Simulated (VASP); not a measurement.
# AlO2 (P4/mmm) in VASP: further runs

The runs below take AlO2 through single point, with PBE.

Program: VASP 6.6.1. These are calculated values, not measurements. Logs are shortened: lines on timing, memory, paths and dates and some standing lists are left out, and cuts for length are marked.

### 1 The cell of the first run

The structure is tetragonal, space group P4/mmm (No. 123). Conventional cell: a = 2.484 Å, b = 2.484 Å, c = 5.126 Å, α = 90.00°, β = 90.00°, γ = 90.00°. Al (site symmetry 4/mmm) has 8 O at 2.32 Å and 4 Al at 2.48 Å within 3.1 Å. Within 2.8 Å of O (site symmetry 4mm) lie 5 O at 2.10 to 2.48 Å and 4 Al at 2.32 Å.

The cell was generated, and may not be a known phase.

### 2 Single point, PBE

Input file INCAR:

```
SYSTEM = AlO2
ALGO = Normal
EDIFF = 1E-7
ENCUT = 520
GGA = PE
ISIF = 2
ISMEAR = 0
LASPH = .True.
LCHARG = .False.
LREAL = .False.
LWAVE = .False.
NBANDS = 14
NELM = 80
PREC = Accurate
SIGMA = 0.1
```

Input file KPOINTS:

```
k-points
0
Gamma
  8 8 4
  0 0 0
```

Input file POSCAR:

```
AlO2
1.0
    2.4844576400      0.0000000000      0.0000000000
    0.0000000000      2.4844576400      0.0000000000
    0.0000000000      0.0000000000      5.1260597600
Al O
1 2
Direct
    0.0000000000      0.0000000000      0.0000000000
    0.5000000000      0.5000000000      0.2949999900
    0.5000000000      0.5000000000      0.7050000100
```

Potentials or basis: VASP PAW PBE potentials, release 64 (Al, O).

Launch:

```console
$ cat potpaw_PBE.64/Al/POTCAR potpaw_PBE.64/O/POTCAR > POTCAR
$ mpirun -np 1 vasp_std > vasp.out
```

OUTCAR:

```text
SYSTEM = AlO2
   EDIFF = 1E-7
   ENCUT = 520
   GGA = PE
   ISIF = 2
   ISMEAR = 0
   LASPH = .True.
   LREAL = .False.
   NELM = 80
   PREC = Accurate

 ion  position               nearest neighbor table
   1  0.000  0.000  0.000-   2 2.32   3 2.32   2 2.32   3 2.32   2 2.32   3 2.32   2 2.32   3 2.32

   2  0.500  0.500  0.295-   1 2.32   1 2.32   1 2.32   1 2.32
   3  0.500  0.500  0.705-   1 2.32   1 2.32   1 2.32   1 2.32

  LATTYP: Found a simple tetragonal cell.
 ALAT       =     2.4844576400
 C/A-ratio  =     2.0632510200

  Lattice vectors:

 A1 = (   2.4844576400,   0.0000000000,   0.0000000000)
 A2 = (   0.0000000000,   2.4844576400,   0.0000000000)
 A3 = (   0.0000000000,   0.0000000000,   5.1260597600)

Analysis of symmetry for initial positions (statically):
=====================================================================
 Subroutine PRICEL returns:
 Original cell was already a primitive cell.

 Routine SETGRP: Setting up the symmetry group for a
 simple tetragonal supercell.

 Subroutine GETGRP returns: Found 16 space group operations
 (whereof 16 operations were pure point group operations)
 out of a pool of 16 trial point group operations.

The static configuration has the point symmetry D_4h.

Analysis of symmetry for dynamics (positions and initial velocities):
=====================================================================
 Subroutine PRICEL returns:
 Original cell was already a primitive cell.

 Routine SETGRP: Setting up the symmetry group for a
 simple tetragonal supercell.

 Subroutine GETGRP returns: Found 16 space group operations
 (whereof 16 operations were pure point group operations)
 out of a pool of 16 trial point group operations.

The dynamic configuration has the point symmetry D_4h.

 Subroutine INISYM returns: Found 16 space group operations
 (whereof 16 operations are pure point group operations),
 and found     1 'primitive' translations

----------------------------------------------------------------------------------------

                                     Primitive cell

  volume of cell :      31.6408

  direct lattice vectors                    reciprocal lattice vectors
     2.484457640  0.000000000  0.000000000     0.402502334  0.000000000  0.000000000
     0.000000000  2.484457640  0.000000000     0.000000000  0.402502334  0.000000000
     0.000000000  0.000000000  5.126059760     0.000000000  0.000000000  0.195081612

  length of vectors
[... 95 lines left out ...]
   NELECT =      15.0000    total number of electrons
   NUPDOWN=      -1.0000    fix difference up-down
   EMIN   =  10.00;   EMAX   =-10.00  energy-range for DOS
   EFERMI =   0.00;   METHOD = LEGACY
   ISMEAR =     0;   SIGMA  =   0.10  broadening in eV -4-tet -1-fermi 0-gaus
   EFERMI_NEDOS =   21; number of points for ismear=-14 and -15
   IALGO  =     38    algorithm
   IMIX   =      4    mixing-type and parameters
     AMIX     =   0.40;   BMIX     =  1.00
     AMIX_MAG =   1.60;   BMIX_MAG =  1.00
  volume/ion in A,a.u.               =      10.55        71.17
  Fermi-wavevector in a.u.,A,eV,Ry     =   1.276506  2.412247 22.170263  1.629468
  Thomas-Fermi vector in A             =   2.409159
   LORBIT       =      0    0 simple, 1 ext, 2 COOP (PROOUT), +10 PAW based schemes
   GGA     = PE    functional components
   LHFCALC =     F    Hartree Fock is set to
   AEXX    =    0.0000 exact exchange contribution
   IVDW    =     0    specifies the selected vdW correction
   LEPSILON=     F    determine dielectric tensor
   LRPA    =     F    only Hartree local field effects (RPA)
 non-spin polarized calculation
 Gauss-broadening in eV      SIGMA  =   0.10
  energy-cutoff  :      520.00
  volume of cell :       31.64
 maximum number of plane-waves:       879
   NGX =  9   NGY =  9   NGZ = 19

 number of electron      14.9999997 magnetization

 Free energy of the ion-electron system (eV)
  ---------------------------------------------------
  ext. energy  EPLUGINS =         0.00000000
  ---------------------------------------------------
  free energy    TOTEN  =       -14.28610336 eV

  energy without entropy =      -14.27350569  energy(sigma->0) =      -14.27980452

 E-fermi :   4.2555     XC(G=0): -10.7504

 val. band max:        4.2405714684   @ k =   0.0000   0.0000   0.5000
 cond. band min:       4.2635944151   @ k =   0.5000   0.0000   0.0000
 fundamental gap:      0.0230229467
 Fermi energy:         4.2555193193

 k-point     1 :       0.0000    0.0000    0.0000
  band No.  band energies     occupation
      1     -14.6767      2.00000
      2     -13.1506      2.00000
      3      -3.8633      2.00000
      4       3.4187      2.00000
      5       3.7841      2.00000
      6       3.7841      2.00000
      7       4.4163      0.02300
      8       4.4163      0.02300
      9       5.1011      0.00000
     10      12.2129      0.00000
     11      14.1751      0.00000
     12      14.5281      0.00000
     13      19.1927      0.00000
     14      19.1927      0.00000
[... 377 lines left out ...]
      1     -12.9838      2.00000
      2     -12.0671      2.00000
      3      -1.9211      2.00000
      4      -0.4302      2.00000
      5      -0.2865      2.00000
      6       3.0126      2.00000
      7       3.7234      2.00000
      8       4.2851      0.67537
      9       6.7597      0.00000
     10       8.9792      0.00000
     11      14.6110      0.00000
     12      16.7270      0.00000
     13      19.0140      0.00000
     14      19.6428      0.00000

 [... further k-points ...]

------------------------ aborting loop because EDIFF is reached ----------------------------------------

  FORCE on cell =-STRESS in cart. coord.  units (eV):
  Direction    XX          YY          ZZ          XY          YZ          ZX
  --------------------------------------------------------------------------------------
  -------------------------------------------------------------------------------------
  Total        2.4214733      2.4214733    -12.0244411      0.0000000      0.0000000      0.0000000
  in kB      122.6149464    122.6149464   -608.8756769      0.0000000      0.0000000      0.0000000
  external PRESSURE =    -121.2152614 kB  Pullay stress =       0.0000000 kB

 VOLUME and BASIS-vectors are now :
 -----------------------------------------------------------------------------
  energy-cutoff  :      520.00
  volume of cell :       31.64
      direct lattice vectors                 reciprocal lattice vectors
     2.484457640  0.000000000  0.000000000     0.402502334  0.000000000  0.000000000
     0.000000000  2.484457640  0.000000000     0.000000000  0.402502334  0.000000000
     0.000000000  0.000000000  5.126059760     0.000000000  0.000000000  0.195081612

 POSITION                                       TOTAL-FORCE (eV/Angst)
 -----------------------------------------------------------------------------------
      0.00000      0.00000      0.00000         0.000000      0.000000      0.000000
      1.24223      1.24223      1.51219         0.000000      0.000000     -5.200275
      1.24223      1.24223      3.61387         0.000000      0.000000      5.200275
 -----------------------------------------------------------------------------------
    total drift:                                0.000000      0.000000      0.000000

  FREE ENERGIE OF THE ION-ELECTRON SYSTEM (eV)
  ---------------------------------------------------
  free  energy   TOTEN  =       -14.2861033553 eV

  energy  without entropy=      -14.2735056854  energy(sigma->0) =      -14.27980452
```

It took 7.2 s on 1 thread of Intel Xeon 6975P-C (Granite Rapids), shared host; peak memory 0.14 GiB.

Results:

- Free energy: -14.2861 eV
- Pressure: -12.1 GPa
- Largest force: 5.200 eV/Å
- Band gap on the k mesh: zero (an odd number of electrons rules out a gap without spin polarisation)

Forces on the atoms (eV/Å):
```
Al   0.000  0.000  0.000
O    0.000  0.000 -5.200
O    0.000  0.000  5.200
```

Caveat: the stress differs along the axes, from -61 to 12 GPa; an odd number of electrons without spin polarisation forces a metal; a magnetic or distorted state may lie lower.

### 3 Single point, PBE, collinear spin, ferromagnetic start

This run uses another cell than the first one, of 9.46 Å³/atom.

Input file INCAR:

```
SYSTEM = AlO2
PREC = Accurate
ENCUT = 520
EDIFF = 1E-6
ISMEAR = 0
SIGMA = 0.1
LREAL = .FALSE.
LASPH = .TRUE.
NELM = 150
ALGO = Normal
ISIF = 2
LWAVE = .FALSE.
LCHARG = .TRUE.
ISPIN = 2
MAGMOM = 0 1 1
LORBIT = 11
GGA = PE
LELF = .TRUE.
LVHAR = .TRUE.
NBANDS = 18
```

Input file KPOINTS:

```
Automatic mesh
0
G
  8 8 4
  0 0 0
```

Input file POSCAR:

```
AlO2
1.0
    2.5709337104      0.0000000000      0.0000000000
    0.0000000000      2.5709337104      0.0000000000
    0.0000000000      0.0000000000      4.2942510426
Al O
1 2
Direct
    0.0000000000      0.0000000000      0.0000000000
    0.5000000000      0.5000000000      0.2342801279
    0.5000000000      0.5000000000      0.7657198721
```

Potentials or basis: VASP PAW PBE potentials, release 64 (Al, O).

Launch:

```console
$ cat potpaw_PBE.64/Al/POTCAR potpaw_PBE.64/O/POTCAR > POTCAR
$ mpirun -np 1 vasp_std > vasp.out
```

It took 17 s on 1 thread of Intel Xeon 6975P-C (Granite Rapids), shared host; peak memory 0.15 GiB.

The run converged. Its results:

* Free energy: -17.7711 eV
* Pressure: 0.0 GPa
* Largest force: 0.023 eV/Å
* Net moment: 0.47 μB per cell
* Site moments: Al -0.01; O +0.21 μB
* Valence electrons inside the program's atomic spheres: Al 0.62; O 4.97

Forces on the atoms (eV/Å):
```
Al   0.000  0.000  0.000
O    0.000  0.000  0.023
O    0.000  0.000 -0.023
```

Stress tensor (GPa, compression positive):
```
 0.04  0.00  0.00
 0.00  0.04  0.00
 0.00  0.00 -0.14
```

Levels at points of the mesh, in eV from the Fermi level:
Spin up:
```tsv
k point	band 4	band 5	band 6	band 7	band 8	band 9	band 10	band 11	band 12	band 13
(0.00, 0.00, 0.00)	-2.87	-2.87	-1.19	-1.19	0.40	2.61	8.39	8.66	11.74	17.19
(0.50, 0.00, 0.00)	-6.35	-5.04	-2.33	-0.67	0.66	6.59	7.52	10.07	13.20	15.35
(0.50, 0.50, 0.00)	-7.10	-5.47	-3.98	-3.98	0.92	3.40	8.55	8.88	8.88	16.25
(0.00, 0.00, 0.50)	-2.68	-2.61	-2.61	-1.54	-1.54	3.50	6.39	8.83	15.49	16.39
(0.50, 0.00, 0.50)	-5.88	-4.02	-2.10	-1.97	-0.97	7.86	7.93	10.83	13.86	13.87
(0.50, 0.50, 0.50)	-6.75	-4.60	-4.60	-3.34	-1.40	4.17	6.67	9.85	9.85	17.52
```
Spin down:
| k point | band 3 | band 4 | band 5 | band 6 | band 7 | band 8 | band 9 | band 10 | band 11 | band 12 |
| --- | --- | --- | --- | --- | --- | --- | --- | --- | --- | --- |
| (0.00, 0.00, 0.00) | -7.03 | -2.70 | -2.70 | -1.00 | -1.00 | 1.35 | 2.79 | 8.49 | 8.61 | 12.09 |
| (0.50, 0.00, 0.00) | -8.84 | -5.69 | -4.92 | -2.15 | -0.47 | 1.62 | 6.64 | 7.65 | 10.15 | 13.26 |
| (0.50, 0.50, 0.00) | -7.00 | -7.00 | -4.74 | -3.84 | -3.84 | 1.91 | 3.37 | 8.52 | 8.93 | 8.93 |
| (0.00, 0.00, 0.50) | -4.43 | -2.43 | -2.43 | -1.92 | -1.34 | -1.34 | 3.76 | 6.53 | 8.78 | 15.71 |
| (0.50, 0.00, 0.50) | -8.42 | -5.77 | -3.34 | -1.92 | -1.13 | -0.77 | 7.95 | 8.11 | 10.91 | 13.85 |
| (0.50, 0.50, 0.50) | -6.65 | -6.65 | -4.45 | -4.45 | -2.57 | -0.51 | 4.14 | 6.64 | 9.91 | 9.91 |

Caveat: the k points lie up to 0.37 Å⁻¹ apart; a moment this small can come from the mesh or the smearing.

### 4 Single point, PBE, collinear spin, ferromagnetic start

Input file INCAR:

```
  PREC = Accurate
  ENCUT = 520
  EDIFF = 1E-6
  ISMEAR = 0
  SIGMA = 0.1
  LREAL = F
  LASPH = T
  NELM = 150
  ALGO = Normal
  ISIF = 2
  LWAVE = F
  LCHARG = T
  ISPIN = 2
  MAGMOM = 0 1 1
  LORBIT = 11
  GGA = PE
  LELF = T
  LVHAR = T
  NBANDS = 18
```

Input file KPOINTS:

```
regular mesh
0
Gamma
  8 8 4
```

Input file POSCAR:

```
AlO2
1.0
    2.4844576400      0.0000000000      0.0000000000
    0.0000000000      2.4844576400      0.0000000000
    0.0000000000      0.0000000000      5.1260597600
Al O
1 2
Direct
    0.0000000000      0.0000000000      0.0000000000
    0.5000000000      0.5000000000      0.2949999900
    0.5000000000      0.5000000000      0.7050000100
```

Launch:

```console
$ cat potpaw_PBE.64/Al/POTCAR potpaw_PBE.64/O/POTCAR > POTCAR
$ mpirun -np 1 vasp_std > vasp.out
```

Run time: 20 s. Hardware: 1 thread of Intel Xeon 6975P-C (Granite Rapids), shared host; peak memory 0.16 GiB.

Results (log left out):

```yaml
Free_energy: -14.2985 eV
Pressure: -11.3 GPa
Largest_force: 5.220 eV/Å
Net_moment: 0.76 μB per cell
Site_moments: Al -0.03; O +0.36 μB
Valence_electrons_inside_the_program's_atomic_spheres: Al 0.65; O 4.78
```

Forces on the atoms (eV/Å):
```
Al   0.000  0.000  0.000
O    0.000  0.000 -5.220
O    0.000  0.000  5.220
```

Stress tensor (GPa, compression positive):
```
 12.97   0.00   0.00
  0.00  12.97   0.00
  0.00   0.00 -59.70
```

Levels at points of the mesh, in eV from the Fermi level:
Spin up:
| k point | band 4 | band 5 | band 6 | band 7 | band 8 | band 9 | band 10 | band 11 | band 12 | band 13 |
| --- | --- | --- | --- | --- | --- | --- | --- | --- | --- | --- |
| (0.00, 0.00, 0.00) | -1.16 | -0.90 | -0.90 | -0.28 | -0.28 | 0.63 | 7.84 | 9.95 | 10.17 | 14.88 |
| (0.50, 0.00, 0.00) | -5.68 | -4.65 | -0.37 | -0.35 | 0.19 | 1.74 | 3.61 | 10.57 | 13.79 | 14.59 |
| (0.50, 0.50, 0.00) | -4.79 | -3.95 | -3.32 | -3.32 | 0.30 | 4.24 | 4.24 | 4.88 | 8.61 | 9.49 |
| (0.00, 0.00, 0.50) | -4.62 | -0.75 | -0.75 | -0.45 | -0.45 | 2.96 | 6.87 | 9.99 | 11.50 | 15.03 |
| (0.50, 0.00, 0.50) | -5.50 | -3.55 | -3.50 | -0.24 | 0.04 | 2.56 | 4.99 | 10.04 | 13.94 | 14.45 |
| (0.50, 0.50, 0.50) | -4.25 | -4.04 | -4.04 | -2.69 | -1.40 | 4.74 | 4.74 | 5.18 | 7.82 | 10.32 |
Spin down:
| k point | band 5 | band 6 | band 7 | band 8 | band 9 | band 10 |
| --- | --- | --- | --- | --- | --- | --- |
| (0.00, 0.00, 0.00) | -0.16 | -0.16 | 0.50 | 0.50 | 0.93 | 7.94 |
| (0.50, 0.00, 0.00) | -4.17 | 0.25 | 0.40 | 1.00 | 1.89 | 3.76 |
| (0.50, 0.50, 0.00) | -3.50 | -2.71 | -2.71 | 0.93 | 4.29 | 4.29 |
| (0.00, 0.00, 0.50) | 0.01 | 0.01 | 0.31 | 0.31 | 3.42 | 6.97 |
| (0.50, 0.00, 0.50) | -3.22 | -3.06 | 0.56 | 0.83 | 2.81 | 5.29 |
| (0.50, 0.50, 0.50) | -3.46 | -3.46 | -2.15 | -0.91 | 4.85 | 4.85 |

Caveat: the stress differs along the axes, from -60 to 13 GPa; forces of over 1 eV/Å act on the atoms, so gaps and moduli don't describe the material at rest.

### 5 Summary

```csv
spin,cell,gap on the mesh (eV),pressure (GPa),moment (μB),largest force (eV/Å)
off,"a = 2.484, b = 2.484, c = 5.126 Å, 3 atoms, atomic positions A",none,-12.1,-,5.20
"collinear, ferromagnetic start","a = 2.571, b = 2.571, c = 4.294 Å, 3 atoms, atomic positions B",none,0.0,0.47,0.02
"collinear, ferromagnetic start","a = 2.484, b = 2.484, c = 5.126 Å, 3 atoms, atomic positions A",none,-11.3,0.76,5.22
```

Alike in all rows: task single point; level PBE; potentials or basis VASP PAW PBE potentials, release 64 (Al, O); k mesh 8 × 8 × 4; cutoff (eV) 520; smearing gaussian 0.1 eV.

Caveats: some runs use coarse meshes; the stress differs along the axes, from -61 to 12 GPa (at least some runs); an odd number of electrons without spin polarisation forces a metal (at least some runs); a magnetic or distorted state may lie lower (at least some runs); a moment this small can come from the mesh or the smearing (at least some runs); the stress differs along the axes, from -60 to 13 GPa (at least some runs); forces of over 1 eV/Å act on the atoms, so gaps and moduli don't describe the material at rest (at least some runs).

Total energies depend on the potentials used, so only differences within one code and one set of settings carry meaning.

The gap in the log of VASP goes by the Fermi energy; the results here count the filled bands.